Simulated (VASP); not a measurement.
# Ag (R-3m) in VASP: single point with PBE

Aim: the single point of Ag with PBE.

All numbers are computed with VASP 6.6.1; they aren't measurements. Logs are shortened: lines on timing, memory, paths and dates and some standing lists are left out, and cuts for length are marked.

## 1. The cell of the first run

The structure is trigonal, space group R-3m (No. 166). Conventional cell: a = 3.147 Å, b = 3.147 Å, c = 6.095 Å, α = 90.00°, β = 90.00°, γ = 120.00°. Ag (site symmetry -3m) has 12 Ag at 2.73 to 3.15 Å within 3.6 Å.

## 2. Single point, PBE

File INCAR:

```
ALGO     = Normal         # electronic algorithm
EDIFF    = 1E-6           # SCF threshold, eV
ENCUT    = 520            # plane-wave cutoff, eV
GGA      = PE             # functional
ISIF     = 2              # what is computed and relaxed
ISMEAR   = 0              # smearing method
LASPH    = True           # aspherical terms in the spheres
LCHARG   = False          # write CHGCAR
LREAL    = False          # projectors in reciprocal space
LWAVE    = False          # write WAVECAR
NBANDS   = 12             # bands
NELM     = 100            # most SCF steps
PREC     = Accurate       # precision mode
SIGMA    = 0.0482         # smearing width, eV
```

File KPOINTS:

```
k-points
0
Gamma
  13 13 13
```

File POSCAR:

```
Ag
1.0
    2.7253710000      0.0000000000      0.0000000000
    0.9088500000      2.5693670000      0.0000000000
    0.9088500000      0.6425530000      2.4877240000
Ag
1
Direct
    0.0000000000      0.0000000000      0.0000000000
```

Potentials or basis: VASP PAW PBE potentials, release 64 (Ag).

Command:

```console
$ cat potpaw_PBE.64/Ag/POTCAR > POTCAR
$ mpirun -np 1 vasp_std > vasp.out
```

OUTCAR:

```text
EDIFF = 1E-6
   ENCUT = 520
   GGA = PE
   ISIF = 2
   ISMEAR = 0
   LASPH = True
   LREAL = False
   NELM = 100
   PREC = Accurate

 ion  position               nearest neighbor table
   1  0.000  0.000  0.000-

  LATTYP: Found a trigonal (rhomboedric) cell.
 ALAT       =     2.7253710000
 COS(alpha) =     0.3334773539

  Lattice vectors:

 A1 = (   2.7253710000,   0.0000000000,   0.0000000000)
 A2 = (   0.9088500000,   2.5693670000,   0.0000000000)
 A3 = (   0.9088500000,   0.6425530000,   2.4877240000)

Analysis of symmetry for initial positions (statically):
=====================================================================
 Subroutine PRICEL returns:
 Original cell was already a primitive cell.

 Routine SETGRP: Setting up the symmetry group for a
 trigonal (rhombohedral) supercell.

 Subroutine GETGRP returns: Found 12 space group operations
 (whereof 12 operations were pure point group operations)
 out of a pool of 12 trial point group operations.

The static configuration has the point symmetry D_3d.

Analysis of symmetry for dynamics (positions and initial velocities):
=====================================================================
 Subroutine PRICEL returns:
 Original cell was already a primitive cell.

 Routine SETGRP: Setting up the symmetry group for a
 trigonal (rhombohedral) supercell.

 Subroutine GETGRP returns: Found 12 space group operations
 (whereof 12 operations were pure point group operations)
 out of a pool of 12 trial point group operations.

The dynamic configuration has the point symmetry D_3d.

 Subroutine INISYM returns: Found 12 space group operations
 (whereof 12 operations are pure point group operations),
 and found     1 'primitive' translations

----------------------------------------------------------------------------------------

                                     Primitive cell

  volume of cell :      17.4202

  direct lattice vectors                    reciprocal lattice vectors
     2.725371000  0.000000000  0.000000000     0.366922522 -0.129789763 -0.100525915
     0.908850000  2.569367000  0.000000000     0.000000000  0.389200920 -0.100526513
     0.908850000  0.642553000  2.487724000     0.000000000  0.000000000  0.401973852

  length of vectors
     2.725371000  2.725372471  2.725372154     0.401973854  0.401973800  0.401973852

  position of ions in fractional coordinates (direct lattice)
     0.000000000  0.000000000  0.000000000

  ion indices of the primitive-cell ions
   primitive index   ion index
                 1           1
[... 74 lines left out ...]
   EDIFFG = 0.1E-04   stopping-criterion for IOM
   NSW    =      0    number of steps for IOM
   IBRION =     -1    ionic relax: 0-MD 1-quasi-New 2-CG
   NFREE  =      0    steps in history (QN), initial steepest desc. (CG)
   ISIF   =      2    stress and relaxation
   ISYM   =      2    0-nonsym 1-usesym 2-fastsym
   POTIM  = 0.5000    time-step for ionic-motion
   TEBEG  =    0.0;   TEEND  =   0.0 temperature during run
   PSTRESS=    0.0 pullay stress
   NELECT =      11.0000    total number of electrons
   NUPDOWN=      -1.0000    fix difference up-down
   EMIN   =  10.00;   EMAX   =-10.00  energy-range for DOS
   EFERMI =   0.00;   METHOD = LEGACY
   ISMEAR =     0;   SIGMA  =   0.05  broadening in eV -4-tet -1-fermi 0-gaus
   EFERMI_NEDOS =   21; number of points for ismear=-14 and -15
   IALGO  =     38    algorithm
   IMIX   =      4    mixing-type and parameters
     AMIX     =   0.40;   BMIX     =  1.00
     AMIX_MAG =   1.60;   BMIX_MAG =  1.00
  volume/ion in A,a.u.               =      17.42       117.56
  Fermi-wavevector in a.u.,A,eV,Ry     =   1.404498  2.654116 26.839045  1.972614
  Thomas-Fermi vector in A             =   2.527053
   LORBIT       =      0    0 simple, 1 ext, 2 COOP (PROOUT), +10 PAW based schemes
   GGA     = PE    functional components
   LHFCALC =     F    Hartree Fock is set to
   AEXX    =    0.0000 exact exchange contribution
   IVDW    =     0    specifies the selected vdW correction
   LEPSILON=     F    determine dielectric tensor
   LRPA    =     F    only Hartree local field effects (RPA)
 non-spin polarized calculation
 Gauss-broadening in eV      SIGMA  =   0.05
  energy-cutoff  :      520.00
  volume of cell :       17.42
 maximum number of plane-waves:       488
   NGX = 11   NGY = 11   NGZ = 11

 number of electron      11.0000006 magnetization

 Free energy of the ion-electron system (eV)
  ---------------------------------------------------
  ext. energy  EPLUGINS =         0.00000000
  ---------------------------------------------------
  free energy    TOTEN  =        -2.57332500 eV

  energy without entropy =       -2.57307900  energy(sigma->0) =       -2.57320200

 E-fermi :   8.0623     XC(G=0): -12.0532

 val. band max:        8.0189078862   @ k =   0.4615   0.3077   0.0769
 cond. band min:       8.0860306313   @ k =   0.4615   0.2308   0.0000
 fundamental gap:      0.0671227451
 Fermi energy:         8.0623078570

 k-point     1 :       0.0000    0.0000    0.0000
  band No.  band energies     occupation
      1       0.5345      2.00000
      2       2.5631      2.00000
      3       2.5631      2.00000
      4       4.3909      2.00000
      5       4.6760      2.00000
      6       4.6760      2.00000
      7      23.3108      0.00000
      8      25.3862      0.00000
      9      25.3862      0.00000
     10      31.2276      0.00000
     11      31.2276      0.00000
     12      31.3287      0.00000
[... 331 lines left out ...]
 k-point    24 :       0.4615    0.1538    0.0000
  band No.  band energies     occupation
      1       2.0817      2.00000
      2       2.7833      2.00000
      3       3.7178      2.00000
      4       4.4275      2.00000
      5       4.9908      2.00000
      6       7.6792      2.00000
      7      12.3908      0.00000
      8      22.4605      0.00000
      9      24.4645      0.00000
     10      28.1559      0.00000
     11      31.3888      0.00000
     12      32.6775      0.00000

 [... further k-points ...]
[... 5 lines left out ...]
  --------------------------------------------------------------------------------------
  -------------------------------------------------------------------------------------
  Total        1.1264996      0.6977867      0.5263662      0.6059998      0.3318376      0.4693642
  in kB      103.6066575     64.1769847     48.4110642     55.7351440     30.5198367     43.1684648
  external PRESSURE =      72.0649021 kB  Pullay stress =       0.0000000 kB

 VOLUME and BASIS-vectors are now :
 -----------------------------------------------------------------------------
  energy-cutoff  :      520.00
  volume of cell :       17.42
      direct lattice vectors                 reciprocal lattice vectors
     2.725371000  0.000000000  0.000000000     0.366922522 -0.129789763 -0.100525915
     0.908850000  2.569367000  0.000000000     0.000000000  0.389200920 -0.100526513
     0.908850000  0.642553000  2.487724000     0.000000000  0.000000000  0.401973852

 POSITION                                       TOTAL-FORCE (eV/Angst)
 -----------------------------------------------------------------------------------
      0.00000      0.00000      0.00000        -0.000000      0.000000      0.000000
 -----------------------------------------------------------------------------------
    total drift:                                0.000000      0.000000      0.000000

  FREE ENERGIE OF THE ION-ELECTRON SYSTEM (eV)
  ---------------------------------------------------
  free  energy   TOTEN  =        -2.5733249975 eV

  energy  without entropy=       -2.5730790040  energy(sigma->0) =       -2.57320200
```

Run time: 57 s. Hardware: 1 thread of Intel Xeon 8259CL, shared host; peak memory 0.16 GiB.

What came out:

- Free energy: -2.5733 eV
- Pressure: 7.2 GPa
